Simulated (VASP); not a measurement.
# AgI (P6_3mc) in VASP: a series of runs, part 3 of 3

VASP 6.6.1.

### Step 5. Relaxation of cell and atoms, LDA

This run uses another cell than the first one, of 34.30 Å³/atom.

INCAR reads:

```
PREC = Accurate ; ENCUT = 500
EDIFF = 1E-7 ; ISMEAR = -1
SIGMA = 0.05 ; LREAL = False
LASPH = True ; NELM = 120
ALGO = Normal ; ISIF = 3
LWAVE = False ; LCHARG = False
GGA = CA ; IBRION = 2
NSW = 100 ; EDIFFG = -0.002
GGA_COMPAT = False ; NELMIN = 4
```

KPOINTS reads:

```
Automatic mesh
0
Gamma
  8 8 4
```

POSCAR reads:

```
AgI
1.0
    4.5900000000      0.0000000000      0.0000000000
   -2.2950000000      3.9750566034      0.0000000000
    0.0000000000      0.0000000000      7.5200000000
Ag I
2 2
Direct
    0.6666666667      0.3333333333      0.6300000000
    0.3333333333      0.6666666667      0.1300000000
    0.6666666667      0.3333333333      0.0000000000
    0.3333333333      0.6666666667      0.5000000000
```

Potentials or basis: VASP PAW LDA potentials, release 64 (Ag, I).

Run with:

```console
cat potpaw_LDA.64/Ag/POTCAR potpaw_LDA.64/I/POTCAR > POTCAR
mpirun -np 1 vasp_std > vasp.out
```

OUTCAR:

```text
PREC = Accurate
   ENCUT = 500
   EDIFF = 1E-7
   ISMEAR = -1
   LREAL = False
   LASPH = True
   NELM = 120
   ISIF = 3
   GGA = CA
   IBRION = 2
   NSW = 100
   EDIFFG = -0.002
   NELMIN = 4

 ion  position               nearest neighbor table
   1  0.667  0.333  0.630-   3 2.78   4 2.82   4 2.82   4 2.82
   2  0.333  0.667  0.130-   4 2.78   3 2.82   3 2.82   3 2.82
   3  0.667  0.333  0.000-   1 2.78   2 2.82   2 2.82   2 2.82
   4  0.333  0.667  0.500-   2 2.78   1 2.82   1 2.82   1 2.82

  LATTYP: Found a hexagonal cell.
 ALAT       =     4.5900000000
 C/A-ratio  =     1.6383442266

  Lattice vectors:

 A1 = (   4.5900000000,   0.0000000000,   0.0000000000)
 A2 = (  -2.2950000000,   3.9750566034,   0.0000000000)
 A3 = (   0.0000000000,   0.0000000000,   7.5200000000)

Analysis of symmetry for initial positions (statically):
=====================================================================
 Subroutine PRICEL returns:
 Original cell was already a primitive cell.

 Routine SETGRP: Setting up the symmetry group for a
 hexagonal supercell.

 Subroutine GETGRP returns: Found 12 space group operations
 (whereof  6 operations were pure point group operations)
 out of a pool of 24 trial point group operations.

The static configuration has the point symmetry C_3v.
 The point group associated with its full space group is C_6v.

Analysis of symmetry for dynamics (positions and initial velocities):
=====================================================================
 Subroutine PRICEL returns:
 Original cell was already a primitive cell.

 Routine SETGRP: Setting up the symmetry group for a
 hexagonal supercell.

 Subroutine GETGRP returns: Found 12 space group operations
 (whereof  6 operations were pure point group operations)
 out of a pool of 24 trial point group operations.

The dynamic configuration has the point symmetry C_3v.
 The point group associated with its full space group is C_6v.

 Subroutine INISYM returns: Found 12 space group operations
 (whereof  6 operations are pure point group operations),
 and found     1 'primitive' translations

----------------------------------------------------------------------------------------

                                     Primitive cell

  volume of cell :     137.2062

  direct lattice vectors                    reciprocal lattice vectors
     4.590000000  0.000000000  0.000000000     0.217864924  0.125784372  0.000000000
    -2.295000000  3.975056603  0.000000000     0.000000000  0.251568745  0.000000000
     0.000000000  0.000000000  7.520000000     0.000000000  0.000000000  0.132978723

  length of vectors
     4.590000000  4.590000000  7.520000000     0.251568745  0.251568745  0.132978723

  position of ions in fractional coordinates (direct lattice)
     0.666666667  0.333333333  0.630000000
     0.333333333  0.666666667  0.130000000
     0.666666667  0.333333333  0.000000000
     0.333333333  0.666666667  0.500000000

  ion indices of the primitive-cell ions
   primitive index   ion index
                 1           1
                 2           2
[... 58 lines left out ...]
   total plane-waves  NPLWV =  72576
   dimension x,y,z NGX =    36 NGY =   36 NGZ =   56
   dimension x,y,z NGXF=    72 NGYF=   72 NGZF=  112
   ions per type =               2   2
   NGX,Y,Z   is equivalent  to a cutoff of  13.04, 13.04, 12.38 a.u.
   NGXF,Y,Z  is equivalent  to a cutoff of  26.08, 26.08, 24.76 a.u.
 SYSTEM =  unknown system
   PREC   = accura    normal or accurate (medium, high low for compatibility)
   ISTART =      0    job   : 0-new  1-cont  2-samecut
   ICHARG =      2    charge: 1-file 2-atom 10-const
   ISPIN  =      1    spin polarized calculation?
   LNONCOLLINEAR =      F non collinear calculations
   LSORBIT =      F    spin-orbit coupling
   LASPH  =      T    aspherical Exc in radial PAW
   ENCUT  =  500.0 eV  36.75 Ry    6.06 a.u.   8.37  8.37 13.71*2*pi/ulx,y,z
   NELM   =    120;   NELMIN=  4; NELMDL= -5     # of ELM steps
   EDIFF  = 0.1E-06   stopping-criterion for ELM
   LREAL  =      F    real-space projection
   EDIFFG = -.2E-02   stopping-criterion for IOM
   NSW    =    100    number of steps for IOM
   IBRION =      2    ionic relax: 0-MD 1-quasi-New 2-CG
   NFREE  =      1    steps in history (QN), initial steepest desc. (CG)
   ISIF   =      3    stress and relaxation
   ISYM   =      2    0-nonsym 1-usesym 2-fastsym
   POTIM  = 0.5000    time-step for ionic-motion
   TEBEG  =    0.0;   TEEND  =   0.0 temperature during run
   PSTRESS=    0.0 pullay stress
   NELECT =      36.0000    total number of electrons
   NUPDOWN=      -1.0000    fix difference up-down
   EMIN   =  10.00;   EMAX   =-10.00  energy-range for DOS
   EFERMI =   0.00;   METHOD = LEGACY
   ISMEAR =    -1;   SIGMA  =   0.05  broadening in eV -4-tet -1-fermi 0-gaus
   EFERMI_NEDOS =   21; number of points for ismear=-14 and -15
   IALGO  =     38    algorithm
   IMIX   =      4    mixing-type and parameters
     AMIX     =   0.40;   BMIX     =  1.00
     AMIX_MAG =   1.60;   BMIX_MAG =  1.00
  volume/ion in A,a.u.               =      34.30       231.48
  Fermi-wavevector in a.u.,A,eV,Ry     =   1.048056  1.980538 14.944923  1.098421
  Thomas-Fermi vector in A             =   2.182962
   LORBIT       =      0    0 simple, 1 ext, 2 COOP (PROOUT), +10 PAW based schemes
   GGA     = CA    functional components
   LHFCALC =     F    Hartree Fock is set to
   AEXX    =    0.0000 exact exchange contribution
   IVDW    =     0    specifies the selected vdW correction
   LEPSILON=     F    determine dielectric tensor
   LRPA    =     F    only Hartree local field effects (RPA)
 conjugate gradient relaxation of ions
 non-spin polarized calculation
  energy-cutoff  :      500.00
  volume of cell :      137.21
 maximum number of plane-waves:      3525
 NGX is ok and might be reduce to    36
   NGX = 17   NGY = 17   NGZ = 27

--------------------------------------- Ionic step        1  -------------------------------------------

 number of electron      36.0000011 magnetization

 Free energy of the ion-electron system (eV)
  ---------------------------------------------------
  ext. energy  EPLUGINS =         0.00000000
  ---------------------------------------------------
  free energy    TOTEN  =       -12.17031661 eV

  energy without entropy =      -12.17031634  energy(sigma->0) =      -12.17031647

------------------------ aborting loop because EDIFF is reached ----------------------------------------

  FORCE on cell =-STRESS in cart. coord.  units (eV):
  Direction    XX          YY          ZZ          XY          YZ          ZX
  --------------------------------------------------------------------------------------
  -------------------------------------------------------------------------------------
  Total       -2.1538186     -2.1538186     -1.8232262      0.0000000      0.0000000      0.0000000
  in kB      -25.1504562    -25.1504562    -21.2900796      0.0000000      0.0000000      0.0000000
  external PRESSURE =     -23.8636640 kB  Pullay stress =       0.0000000 kB
[... 95 lines left out ...]
  FREE ENERGIE OF THE ION-ELECTRON SYSTEM (eV)
  ---------------------------------------------------
  free  energy   TOTEN  =       -12.2469323457 eV

  energy  without entropy=      -12.2469321136  energy(sigma->0) =      -12.24693223

[... ionic steps 4 to 18 ...]

--------------------------------------- Ionic step       19  -------------------------------------------

 number of electron      35.9999993 magnetization

------------------------ aborting loop because EDIFF is reached ----------------------------------------
[... 71 lines left out ...]
--------------------------------------- Ionic step       21  -------------------------------------------

 number of electron      35.9999993 magnetization

 Free energy of the ion-electron system (eV)
  ---------------------------------------------------
  ext. energy  EPLUGINS =         0.00000000
  ---------------------------------------------------
  free energy    TOTEN  =       -12.24794084 eV

  energy without entropy =      -12.24794061  energy(sigma->0) =      -12.24794073

 E-fermi :   4.3111     XC(G=0):  -9.1578

 val. band max:        3.7183146601   @ k =   0.0000   0.0000   0.0000
 cond. band min:       4.8452891305   @ k =   0.0000   0.0000   0.0000
 fundamental gap:      1.1269744704
 Fermi energy:         4.3110739492

 k-point     1 :       0.0000    0.0000    0.0000
  band No.  band energies     occupation
      1      -9.5462      2.00000
      2      -9.1887      2.00000
      3      -0.9644      2.00000
      4      -0.9552      2.00000
      5      -0.9543      2.00000
      6      -0.9543      2.00000
[... 589 lines left out ...]
     21       8.4464      0.00000
     22       8.4464      0.00000

 [... further k-points ...]
[... 5 lines left out ...]
  --------------------------------------------------------------------------------------
  -------------------------------------------------------------------------------------
  Total       -0.0038859     -0.0038859      0.0034853      0.0000000      0.0000000      0.0000000
  in kB       -0.0486848     -0.0486848      0.0436663      0.0000000      0.0000000      0.0000000
  external PRESSURE =      -0.0179011 kB  Pullay stress =       0.0000000 kB
[... 19 lines left out ...]
  FREE ENERGIE OF THE ION-ELECTRON SYSTEM (eV)
  ---------------------------------------------------
  free  energy   TOTEN  =       -12.2479408423 eV

  energy  without entropy=      -12.2479406137  energy(sigma->0) =      -12.24794073

 reached required accuracy - stopping structural energy minimisation
```

OSZICAR:

```text
N       E                     dE             d eps       ncg     rms          rms(c)
DAV:   1     0.206243156474E+03    0.20624E+03   -0.15634E+04  1320   0.137E+03
DAV:   2    -0.130943106299E+01   -0.20755E+03   -0.20238E+03  1530   0.262E+02
DAV:   3    -0.121644360252E+02   -0.10855E+02   -0.10804E+02  1590   0.598E+01
DAV:   4    -0.123835063042E+02   -0.21907E+00   -0.21899E+00  1714   0.886E+00
[... 174 lines left out ...]
DAV:   1    -0.122479588286E+02   -0.18605E-04   -0.85237E-04  1320   0.208E-01    0.279E-02
DAV:   2    -0.122479434823E+02    0.15346E-04   -0.58373E-05  1422   0.819E-02    0.107E-02
DAV:   3    -0.122479415681E+02    0.19143E-05   -0.43451E-06  1532   0.133E-02    0.675E-03
DAV:   4    -0.122479408814E+02    0.68666E-06   -0.12846E-06  1530   0.901E-03    0.180E-03
DAV:   5    -0.122479408423E+02    0.39108E-07   -0.21926E-07   738   0.455E-03
  21 F= -.12247941E+02 E0= -.12247941E+02  d E =-.558489E-05
```

CONTCAR:

```text
AgI
   1.00000000000000
     4.4847888520371662    0.0000000000000000    0.0000000000000000
    -2.2423944260185831    3.8839410765008235   -0.0000000000000000
     0.0000000000000000   -0.0000000000000000    7.3415808128931896
  Ag              I
     2     2
Direct
     0.6666666667000030    0.3333333332999970    0.6277811200601990
     0.3333333332999970    0.6666666667000030    0.1277811200601989
     0.6666666667000030    0.3333333332999970    0.0022188799398037
     0.3333333332999970    0.6666666667000030    0.5022188799398035

  0.00000000E+00  0.00000000E+00  0.00000000E+00
  0.00000000E+00  0.00000000E+00  0.00000000E+00
  0.00000000E+00  0.00000000E+00  0.00000000E+00
  0.00000000E+00  0.00000000E+00  0.00000000E+00
```

Run time: 17 min. Hardware: 1 thread of Intel Xeon 8259CL, shared host; peak memory 0.27 GiB.

Results:

```yaml
Free_energy: -12.2479 eV
Relaxed_volume: 31.97 Å³/atom
Relaxed_cell: a = 4.485 Å, b = 4.485 Å, c = 7.342 Å, α = 90.00°, β = 90.00°, γ = 120.00°
Space_group_after_relaxing_to_0.1_Å: P6_3mc (No. 186)
Energy_gained_by_relaxing: 19.4 meV/atom
Ionic_steps: 21
Pressure_after_relaxing: 0.0 GPa
Band_gap_on_the_k_mesh: 1.13 eV
```

Step by step:
| step | energy change (eV) | largest force (eV/Å) | pressure (GPa) | volume (Å³) |
| --- | --- | --- | --- | --- |
| 1 | 0.0000 | 0.0770 | -2.39 | 137.21 |
| 2 | -0.0764 | 0.0508 | 0.18 | 127.31 |
| 3 | -0.0766 | 0.0530 | 0.01 | 127.78 |
| 4 | -0.0766 | 0.0521 | 0.09 | 127.60 |
| 5 | -0.0771 | 0.0167 | 0.07 | 127.62 |
| 6 | -0.0771 | 0.0118 | 0.07 | 127.62 |
| 7 | -0.0773 | 0.0121 | -0.02 | 127.89 |
| 8 | -0.0773 | 0.0122 | -0.02 | 127.95 |
| 9 | -0.0773 | 0.0123 | -0.05 | 128.06 |
| 10 | -0.0773 | 0.0128 | -0.07 | 128.07 |
| 11 | -0.0775 | 0.0140 | -0.07 | 128.08 |
| 12 | -0.0776 | 0.0060 | 0.02 | 127.82 |
| 13 | -0.0776 | 0.0058 | 0.02 | 127.82 |
| 14 | -0.0776 | 0.0026 | 0.01 | 127.85 |
| 15 | -0.0776 | 0.0005 | 0.00 | 127.87 |
| 16 | -0.0776 | 0.0007 | -0.01 | 127.89 |
| 17 | -0.0776 | 0.0011 | -0.02 | 127.94 |
| 18 | -0.0776 | 0.0015 | -0.01 | 127.90 |
| 19 | -0.0776 | 0.0020 | 0.00 | 127.84 |
| 20 | -0.0776 | 0.0018 | 0.01 | 127.86 |
| 21 | -0.0776 | 0.0016 | 0.00 | 127.88 |

Final structure:
```xyz
4
Lattice="4.4848 0.0000 0.0000 -2.2424 3.8839 0.0000 0.0000 0.0000 7.3416" Properties=species:S:1:pos:R:3 pbc="T T T"
Ag    2.2424    1.2946    4.6089
Ag    0.0000    2.5893    0.9381
I     2.2424    1.2946    0.0163
I     0.0000    2.5893    3.6871
```

Caveat: spin-orbit coupling is left out, which moves the levels of the heavy elements.

### Step 6. Overview

```csv
task,cell,k mesh,smearing,gap on the mesh (eV),pressure (GPa)
single point,"a = 4.575, b = 4.575, c = 7.167 Å, angles 90.0, 90.0, 120.0°, 4 atoms, atomic positions A",6 × 6 × 4,gaussian 0.01 eV,1.15,-0.6
single point,"a = 4.575, b = 4.575, c = 7.252 Å, angles 90.0, 90.0, 120.0°, 4 atoms, atomic positions B",6 × 6 × 4,gaussian 0.01 eV,1.16,-0.9
single point,"a = 4.485, b = 4.485, c = 7.341 Å, angles 90.0, 90.0, 120.0°, 4 atoms, atomic positions B",8 × 8 × 4,fermi-dirac 0.05 eV,1.13,0.0
relaxation of cell and atoms,"relaxed from a = 4.590, b = 4.590, c = 7.520 Å, angles 90.0, 90.0, 120.0°, 4 atoms, atomic positions C",8 × 8 × 4,fermi-dirac 0.05 eV,1.13,0.0
```

Alike in all rows: level LDA; potentials or basis VASP PAW LDA potentials, release 64 (Ag, I); no spin polarisation; cutoff (eV) 500.

Caveats: spin-orbit coupling is left out, which moves the levels of the heavy elements.

Total energies depend on the potentials used, so only differences within one code and one set of settings carry meaning.
